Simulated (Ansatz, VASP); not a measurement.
# Li in VASP and in Ansatz

The input INCAR:

```
SYSTEM = Li
PREC     = Accurate       ! precision mode
ENCUT    = 600            ! plane-wave cutoff, eV
EDIFF    = 1E-6           ! SCF threshold, eV
ISMEAR   = 0              ! smearing method
SIGMA    = 0.1            ! smearing width, eV
LREAL    = .FALSE.        ! projectors in reciprocal space
LASPH    = .TRUE.         ! aspherical terms in the spheres
NELM     = 100            ! most SCF steps
ALGO     = Fast           ! electronic algorithm
ISIF     = 3              ! what is computed and relaxed
LWAVE    = .FALSE.        ! write WAVECAR
LCHARG   = .FALSE.        ! write CHGCAR
GGA      = PE             ! functional
IVDW     = 12             ! dispersion correction
IBRION   = 2              ! ionic algorithm
NSW      = 80             ! ionic steps
EDIFFG   = -0.015         ! ionic threshold
```

Contents of KPOINTS:

```
regular mesh
0
G
  12 12 12
  0 0 0
```

File POSCAR:

```
Li
1.0
    0.0000000000      2.0884826778     -2.0884826778
    4.1769653556      0.0000000000      0.0000000000
   -2.0884826778     -4.1769653556     -2.0884826778
Li
3
Direct
    0.3333333333      0.3333333333      0.6666666667
    0.6666666667      0.6666666667      0.3333333333
    0.0000000000      0.0000000000      0.0000000000
```

Input for Ansatz:

```yaml
crystal:
  lattice:
    - [0.0, 2.0884826778, -2.0884826778]
    - [4.1769653556, 0.0, 0.0]
    - [-2.0884826778, -4.1769653556, -2.0884826778]
  atoms:
    - { symbol: Li, position: [0.3333333333, 0.3333333333, 0.6666666667] }
    - { symbol: Li, position: [0.6666666667, 0.6666666667, 0.3333333333] }
    - { symbol: Li, position: [0.0, 0.0, 0.0] }
basis:
  ecutwfc: 420
kpoints:
  mp_grid: { grid: [12, 12, 12] }
hamiltonian:
  xc: pbe
  dispersion: d3bj
scf:
  occupations: { method: gaussian, width: 0.1 }
output:
  forces: true
  stress: true
  eigenvalues: true
  write_density: true
  write_potential: true
  elf: true
  volumetric_format: npy
relax:
  adjacent_minimum: "off"
  f_tol: 0.015
  max_steps: 60
  cell: { stress_tol: 0.15 }
```

Alike in both runs: task relaxation of cell and atoms; functional PBE; dispersion D3(BJ); k mesh 12 × 12 × 12; occupations gaussian, width 0.1 eV; no spin polarisation.

|  | VASP | Ansatz |
| --- | --- | --- |
| version | VASP 6.6.1 | Ansatz 0.2.0 |
| potentials or method | VASP PAW PBE potentials, release 64 (Li_sv), cutoff 600 eV | scalar-relativistic, plane waves, PAW |
| valence electrons in the cell | 9 | 9 |

|  | VASP | Ansatz | Ansatz less VASP |
| --- | --- | --- | --- |
| gap on the k mesh at the Fermi level, each at its own relaxed structure (eV) | none | none | - |
| relaxed volume (Å³/atom) | 18.04 | 18.26 | +0.218 |
| relaxed cell length with the largest relative difference (Å) | 4.139 | 4.066 | -0.0736 |

A gap of «none» marks a metal or a gap that the smearing closes.

Noted on VASP's run: the cutoff is short for stress, so the pressure is rough.
